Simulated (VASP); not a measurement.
# TiPt3 in VASP: further runs, part 2 of 3

VASP 6.6.1. The steps go on from the part before.

## 3. Electric field gradients, PBEsol (equal xy, yz and zx shear strains of +1 %)

INCAR reads:

```
ALGO = Normal ; EDIFF = 1E-8
ENCUT = 520 ; GGA = PS
ISIF = 2 ; ISMEAR = -1
LASPH = T ; LCHARG = F
LEFG = T ; LREAL = F
LWAVE = F ; NBANDS = 29
NELM = 100 ; PREC = Accurate
SIGMA = 0.05
```

KPOINTS reads:

```
k-points
0
Gamma
  9 9 9
```

POSCAR reads:

```
TiPt3
1.0
    3.8970000000      0.0194850000      0.0194850000
    0.0194850000      3.8970000000      0.0194850000
    0.0194850000      0.0194850000      3.8970000000
Ti Pt
1 3
Direct
    0.0000000000      0.0000000000      0.0000000000
    0.0000000000      0.5000000000      0.5000000000
    0.5000000000      0.0000000000      0.5000000000
    0.5000000000      0.5000000000      0.0000000000
```

Potentials or basis: VASP PAW PBE potentials, release 64 (Ti_sv, Pt).

Run with:

```sh
$ cat potpaw_PBE.64/Ti_sv/POTCAR potpaw_PBE.64/Pt/POTCAR > POTCAR
$ mpirun -np 1 vasp_std > vasp.out
```

OUTCAR:

```text
EDIFF = 1E-8
   ENCUT = 520
   GGA = PS
   ISIF = 2
   ISMEAR = -1
   LASPH = T
   LREAL = F
   NELM = 100
   PREC = Accurate

 ion  position               nearest neighbor table
   1  0.000  0.000  0.000-   2 2.74   3 2.74   2 2.74   4 2.74   3 2.74   4 2.74   2 2.77   2 2.77
                             3 2.77   4 2.77   3 2.77   4 2.77
   2  0.000  0.500  0.500-   1 2.74   4 2.74   1 2.74   3 2.74   3 2.74   4 2.74   1 2.77   1 2.77
                             3 2.77   4 2.77   4 2.77   3 2.77
   3  0.500  0.000  0.500-   1 2.74   4 2.74   2 2.74   4 2.74   1 2.74   2 2.74   1 2.77   4 2.77
                             2 2.77   4 2.77   1 2.77   2 2.77
   4  0.500  0.500  0.000-   2 2.74   3 2.74   1 2.74   3 2.74   1 2.74   2 2.74   1 2.77   3 2.77
                             2 2.77   3 2.77   2 2.77   1 2.77

  LATTYP: Found a trigonal (rhomboedric) cell.
 ALAT       =     3.8970974238
 COS(alpha) =     0.0100244988

  Lattice vectors:

 A1 = (   3.8970000000,   0.0194850000,   0.0194850000)
 A2 = (   0.0194850000,   3.8970000000,   0.0194850000)
 A3 = (   0.0194850000,   0.0194850000,   3.8970000000)

Analysis of symmetry for initial positions (statically):
=====================================================================
 Subroutine PRICEL returns:
 Original cell was already a primitive cell.

 Routine SETGRP: Setting up the symmetry group for a
 trigonal (rhombohedral) supercell.

 Subroutine GETGRP returns: Found 12 space group operations
 (whereof 12 operations were pure point group operations)
 out of a pool of 12 trial point group operations.

The static configuration has the point symmetry D_3d.

Analysis of symmetry for dynamics (positions and initial velocities):
=====================================================================
 Subroutine PRICEL returns:
 Original cell was already a primitive cell.

 Routine SETGRP: Setting up the symmetry group for a
 trigonal (rhombohedral) supercell.

 Subroutine GETGRP returns: Found 12 space group operations
 (whereof 12 operations were pure point group operations)
 out of a pool of 12 trial point group operations.

The dynamic configuration has the point symmetry D_3d.

 Subroutine INISYM returns: Found 12 space group operations
 (whereof 12 operations are pure point group operations),
 and found     1 'primitive' translations

----------------------------------------------------------------------------------------

                                     Primitive cell

  volume of cell :      59.1778

  direct lattice vectors                    reciprocal lattice vectors
     3.897000000  0.019485000  0.019485000     0.256620414 -0.001276718 -0.001276718
     0.019485000  3.897000000  0.019485000    -0.001276718  0.256620414 -0.001276718
     0.019485000  0.019485000  3.897000000    -0.001276718 -0.001276718  0.256620414

  length of vectors
     3.897097424  3.897097424  3.897097424     0.256626766  0.256626766  0.256626766

  position of ions in fractional coordinates (direct lattice)
     0.000000000  0.000000000  0.000000000
     0.000000000  0.500000000  0.500000000
     0.500000000  0.000000000  0.500000000
     0.500000000  0.500000000  0.000000000

  ion indices of the primitive-cell ions
   primitive index   ion index
                 1           1
                 2           2
                 3           3
                 4           4

[... 87 lines left out ...]
   EFERMI_NEDOS =   21; number of points for ismear=-14 and -15
   IALGO  =     38    algorithm
   IMIX   =      4    mixing-type and parameters
     AMIX     =   0.40;   BMIX     =  1.00
     AMIX_MAG =   1.60;   BMIX_MAG =  1.00
  volume/ion in A,a.u.               =      14.79        99.84
  Fermi-wavevector in a.u.,A,eV,Ry     =   1.460287  2.759543 29.013599  2.132439
  Thomas-Fermi vector in A             =   2.576755
   LORBIT       =      0    0 simple, 1 ext, 2 COOP (PROOUT), +10 PAW based schemes
   GGA     = PS    functional components
   LHFCALC =     F    Hartree Fock is set to
   AEXX    =    0.0000 exact exchange contribution
   IVDW    =     0    specifies the selected vdW correction
   LEPSILON=     F    determine dielectric tensor
   LRPA    =     F    only Hartree local field effects (RPA)
 non-spin polarized calculation
  energy-cutoff  :      520.00
  volume of cell :       59.18
 maximum number of plane-waves:      1608
 NGX is ok and might be reduce to    30
   NGX = 15   NGY = 15   NGZ = 15

 number of electron      41.9999997 magnetization

 Free energy of the ion-electron system (eV)
  ---------------------------------------------------
  ext. energy  EPLUGINS =         0.00000000
  ---------------------------------------------------
  free energy    TOTEN  =       -32.75612624 eV

  energy without entropy =      -32.74405629  energy(sigma->0) =      -32.75009126

 E-fermi :  11.7158     XC(G=0): -13.4233

 val. band max:       11.6815239699   @ k =   0.4444   0.1111   0.1111
 cond. band min:      11.7198445820   @ k =  -0.1111   0.4444   0.1111
 fundamental gap:      0.0383206121
 Fermi energy:        11.7157997527

 k-point     1 :       0.0000    0.0000    0.0000
  band No.  band energies     occupation
      1     -46.2338      2.00000
      2     -22.5577      2.00000
      3     -22.5533      2.00000
      4     -22.5533      2.00000
      5       1.4173      2.00000
      6       4.2520      2.00000
[... 757 lines left out ...]
     28      15.0676      0.00000
     29      21.5851      0.00000

 [... further k-points ...]
[... 5 lines left out ...]
  --------------------------------------------------------------------------------------
  -------------------------------------------------------------------------------------
  Total        0.1273972      0.1273972      0.1273972     -0.5731486     -0.5731486     -0.5731486
  in kB        3.4491465      3.4491465      3.4491465    -15.5174029    -15.5174029    -15.5174029
  external PRESSURE =       3.4491465 kB  Pullay stress =       0.0000000 kB

 VOLUME and BASIS-vectors are now :
 -----------------------------------------------------------------------------
  energy-cutoff  :      520.00
  volume of cell :       59.18
      direct lattice vectors                 reciprocal lattice vectors
     3.897000000  0.019485000  0.019485000     0.256620414 -0.001276718 -0.001276718
     0.019485000  3.897000000  0.019485000    -0.001276718  0.256620414 -0.001276718
     0.019485000  0.019485000  3.897000000    -0.001276718 -0.001276718  0.256620414

 POSITION                                       TOTAL-FORCE (eV/Angst)
 -----------------------------------------------------------------------------------
      0.00000      0.00000      0.00000        -0.000000      0.000000     -0.000000
      0.01948      1.95824      1.95824         0.000000      0.000000     -0.000000
      1.95824      0.01948      1.95824        -0.000000     -0.000000      0.000000
      1.95824      1.95824      0.01948         0.000000      0.000000     -0.000000
 -----------------------------------------------------------------------------------
    total drift:                                0.000000      0.000000     -0.000000

  FREE ENERGIE OF THE ION-ELECTRON SYSTEM (eV)
  ---------------------------------------------------
  free  energy   TOTEN  =       -32.7561262352 eV

  energy  without entropy=      -32.7440562863  energy(sigma->0) =      -32.75009126

 Electric field gradients (V/A^2)
---------------------------------------------------------------------
 ion       V_xx      V_yy      V_zz      V_xy      V_xz      V_yz
---------------------------------------------------------------------
   1       0.000     0.000    -0.000     1.802     1.802     1.802
   2     -66.828    33.414    33.414    15.707    15.707     0.036
   3      33.414   -66.828    33.414    15.707     0.036    15.707
   4      33.414    33.414   -66.828     0.036    15.707    15.707
---------------------------------------------------------------------

 Electric field gradients after diagonalization (V/A^2)
 (convention: |V_zz| > |V_xx| > |V_yy|)
----------------------------------------------------------------------
 ion       V_xx      V_yy      V_zz     asymmetry (V_yy - V_xx)/ V_zz
----------------------------------------------------------------------
   1      -1.802    -1.802     3.605       0.000
   2      38.150    33.378   -71.528       0.067
   3      38.150    33.378   -71.528       0.067
   4      38.150    33.378   -71.528       0.067
----------------------------------------------------------------------

           NMR quadrupolar parameters

 Cq : quadrupolar parameter    Cq=e*Q*V_zz/h
 eta: asymmetry parameters     (V_yy - V_xx)/ V_zz
 Q  : nuclear electric quadrupole moment in mb (millibarn)
----------------------------------------------------------------------
 ion       Cq(MHz)       eta       Q (mb)
----------------------------------------------------------------------
   1       0.009       0.000       1.000
   2      -0.173       0.067       1.000
   3      -0.173       0.067       1.000
   4      -0.173       0.067       1.000
----------------------------------------------------------------------
```

OSZICAR:

```text
N       E                     dE             d eps       ncg     rms          rms(c)
DAV:   1     0.375562509563E+03    0.37556E+03   -0.20860E+04  4930   0.157E+03
DAV:   2    -0.853097472543E+01   -0.38409E+03   -0.36533E+03  5215   0.404E+02
DAV:   3    -0.352365261917E+02   -0.26706E+02   -0.25398E+02  6113   0.101E+02
DAV:   4    -0.361617499291E+02   -0.92522E+00   -0.92165E+00  6186   0.176E+01
DAV:   5    -0.361869812647E+02   -0.25231E-01   -0.25228E-01  5957   0.288E+00    0.234E+01
DAV:   6    -0.339492080257E+02    0.22378E+01   -0.10261E+01  5336   0.290E+01    0.132E+01
DAV:   7    -0.338313328169E+02    0.11788E+00   -0.19351E+01  6393   0.285E+01    0.107E+01
DAV:   8    -0.328736057543E+02    0.95773E+00   -0.10303E+00  5332   0.996E+00    0.430E+00
DAV:   9    -0.328698977653E+02    0.37080E-02   -0.15033E+00  7025   0.710E+00    0.344E+00
DAV:  10    -0.327559353677E+02    0.11396E+00   -0.46561E-01  5731   0.475E+00    0.349E-01
DAV:  11    -0.327602191794E+02   -0.42838E-02   -0.10209E-02  5623   0.789E-01    0.629E-01
DAV:  12    -0.327561129744E+02    0.41062E-02   -0.14562E-02  6562   0.780E-01    0.257E-02
DAV:  13    -0.327561319042E+02   -0.18930E-04   -0.20189E-04  5341   0.104E-01    0.249E-02
DAV:  14    -0.327561269070E+02    0.49972E-05   -0.45281E-05  6130   0.493E-02    0.122E-02
DAV:  15    -0.327561261554E+02    0.75155E-06   -0.33593E-06  5577   0.167E-02    0.338E-03
DAV:  16    -0.327561262208E+02   -0.65421E-07   -0.37277E-07  6880   0.411E-03    0.430E-04
DAV:  17    -0.327561262429E+02   -0.22075E-07   -0.27418E-08  4369   0.922E-04    0.238E-04
DAV:  18    -0.327561262352E+02    0.77011E-08   -0.23965E-09  2650   0.437E-04
   1 F= -.32756126E+02 E0= -.32750091E+02  d E =-.120699E-01
```

It took 76 s on 1 thread of Intel Xeon 6975P-C (Granite Rapids), shared host; peak memory 0.26 GiB.

What came out:

| Quantity | Value |
| --- | --- |
| Free energy | -32.7561 eV |
| Pressure | 0.3 GPa |
| Band gap on the k mesh | zero (band 21 reaches 13.11 eV, above the bottom of band 22 at 11.59 eV) |

Stress tensor (GPa, compression positive):
```
 0.34 -1.55 -1.55
-1.55  0.34 -1.55
-1.55 -1.55  0.34
```

Electric field gradients, principal values (V/Å²):
| atom | least | middle | greatest (by size) |
| --- | --- | --- | --- |
| 1 Ti | -1.802 | -1.802 | 3.605 |
| 2 Pt | 33.378 | 38.150 | -71.528 |
| 3 Pt | 33.378 | 38.150 | -71.528 |
| 4 Pt | 33.378 | 38.150 | -71.528 |

Caveat: the cell differs from its parent crystal (equal xy, yz and zx shear strains of +1 %); without QUAD_EFG the Cq values of the log hold for a quadrupole moment of 1 mb, not for the nuclei; the PAW data sets were made with another functional, which shifts forces and pressure a little; spin-orbit coupling is left out, which moves the levels of the heavy elements.

## 4. Electric field gradients, PBEsol (equal xy, yz and zx shear strains of +2 %)

INCAR reads:

```
PREC = Accurate ; ENCUT = 520
EDIFF = 1E-8 ; ISMEAR = -1
SIGMA = 0.05 ; LREAL = F
LASPH = T ; NELM = 60
ALGO = Normal ; ISIF = 2
LWAVE = F ; LCHARG = F
GGA = PS ; LEFG = T
NBANDS = 29
```

KPOINTS reads:

```
regular mesh
0
Gamma
  9 9 9
```

POSCAR reads:

```
TiPt3
1.0
    3.8970000000      0.0389700000      0.0389700000
    0.0389700000      3.8970000000      0.0389700000
    0.0389700000      0.0389700000      3.8970000000
Ti Pt
1 3
Direct
    0.0000000000      0.0000000000      0.0000000000
    0.0000000000      0.5000000000      0.5000000000
    0.5000000000      0.0000000000      0.5000000000
    0.5000000000      0.5000000000      0.0000000000
```

Potentials or basis: VASP PAW PBE potentials, release 64 (Ti_sv, Pt).

Run with:

```sh
$ cat potpaw_PBE.64/Ti_sv/POTCAR potpaw_PBE.64/Pt/POTCAR > POTCAR
$ mpirun -np 1 vasp_std > vasp.out
```

OUTCAR:

```text
PREC = Accurate
   ENCUT = 520
   EDIFF = 1E-8
   ISMEAR = -1
   LREAL = F
   LASPH = T
   NELM = 60
   ISIF = 2
   GGA = PS

 ion  position               nearest neighbor table
   1  0.000  0.000  0.000-   2 2.73   3 2.73   2 2.73   4 2.73   3 2.73   4 2.73   2 2.78   2 2.78
                             3 2.78   4 2.78   3 2.78   4 2.78
   2  0.000  0.500  0.500-   1 2.73   4 2.73   1 2.73   3 2.73   3 2.73   4 2.73   1 2.78   1 2.78
                             3 2.78   4 2.78   4 2.78   3 2.78
   3  0.500  0.000  0.500-   1 2.73   4 2.73   2 2.73   4 2.73   1 2.73   2 2.73   1 2.78   4 2.78
                             2 2.78   4 2.78   1 2.78   2 2.78
   4  0.500  0.500  0.000-   2 2.73   3 2.73   1 2.73   3 2.73   1 2.73   2 2.73   1 2.78   3 2.78
                             2 2.78   3 2.78   2 2.78   1 2.78

  LATTYP: Found a trigonal (rhomboedric) cell.
 ALAT       =     3.8973896805
 COS(alpha) =     0.0200959808

  Lattice vectors:

[... 979 lines left out ...]
 -----------------------------------------------------------------------------------
      0.00000      0.00000      0.00000        -0.000000     -0.000000      0.000000
      0.03897      1.96798      1.96798         0.000000     -0.000000      0.000000
      1.96798      0.03897      1.96798        -0.000000      0.000000     -0.000000
      1.96798      1.96798      0.03897         0.000000     -0.000000      0.000000
 -----------------------------------------------------------------------------------
    total drift:                                0.000000      0.000000     -0.000000

  FREE ENERGIE OF THE ION-ELECTRON SYSTEM (eV)
  ---------------------------------------------------
  free  energy   TOTEN  =       -32.7304399120 eV

  energy  without entropy=      -32.7180755716  energy(sigma->0) =      -32.72425774

 Electric field gradients (V/A^2)
---------------------------------------------------------------------
 ion       V_xx      V_yy      V_zz      V_xy      V_xz      V_yz
---------------------------------------------------------------------
   1      -0.000    -0.000     0.000     3.656     3.656     3.656
   2     -66.656    33.328    33.328    31.328    31.328     0.083
   3      33.328   -66.656    33.328    31.328     0.083    31.328
   4      33.328    33.328   -66.656     0.083    31.328    31.328
---------------------------------------------------------------------

 Electric field gradients after diagonalization (V/A^2)
 (convention: |V_zz| > |V_xx| > |V_yy|)
----------------------------------------------------------------------
 ion       V_xx      V_yy      V_zz     asymmetry (V_yy - V_xx)/ V_zz
----------------------------------------------------------------------
   1      -3.656    -3.656     7.312       0.000
   2      50.208    33.245   -83.453       0.203
   3      50.208    33.245   -83.453       0.203
   4      50.208    33.245   -83.453       0.203
----------------------------------------------------------------------

           NMR quadrupolar parameters

 Cq : quadrupolar parameter    Cq=e*Q*V_zz/h
 eta: asymmetry parameters     (V_yy - V_xx)/ V_zz
 Q  : nuclear electric quadrupole moment in mb (millibarn)
----------------------------------------------------------------------
 ion       Cq(MHz)       eta       Q (mb)
----------------------------------------------------------------------
   1       0.018       0.000       1.000
   2      -0.202       0.203       1.000
   3      -0.202       0.203       1.000
   4      -0.202       0.203       1.000
----------------------------------------------------------------------
```

Run time: 84 s. Hardware: 1 thread of Intel Xeon 6975P-C (Granite Rapids), shared host; peak memory 0.26 GiB.

What came out:

```yaml
Free_energy: -32.7304 eV
Pressure: 0.6 GPa
Band_gap_on_the_k_mesh: zero (band 21 reaches 13.12 eV, above the bottom of band 22 at 11.62 eV)
```

Stress tensor (GPa, compression positive):
```
 0.64 -3.11 -3.11
-3.11  0.64 -3.11
-3.11 -3.11  0.64
```

Levels at points of the mesh, in eV from the Fermi level:
```csv
k point,band 18,band 19,band 20,band 21,band 22,band 23,band 24,band 25
"(0.00, 0.00, 0.00)",0.04,0.04,0.07,1.40,1.40,1.52,1.55,1.55
```

Electric field gradients, principal values (V/Å²):
```csv
atom,least,middle,greatest (by size)
1 Ti,-3.656,-3.656,7.312
2 Pt,33.245,50.208,-83.453
3 Pt,33.245,50.208,-83.453
4 Pt,33.245,50.208,-83.453
```

Caveat: the cell differs from its parent crystal (equal xy, yz and zx shear strains of +2 %); without QUAD_EFG the Cq values of the log hold for a quadrupole moment of 1 mb, not for the nuclei; the PAW data sets were made with another functional, which shifts forces and pressure a little; spin-orbit coupling is left out, which moves the levels of the heavy elements.

[end of part 2 of 3]
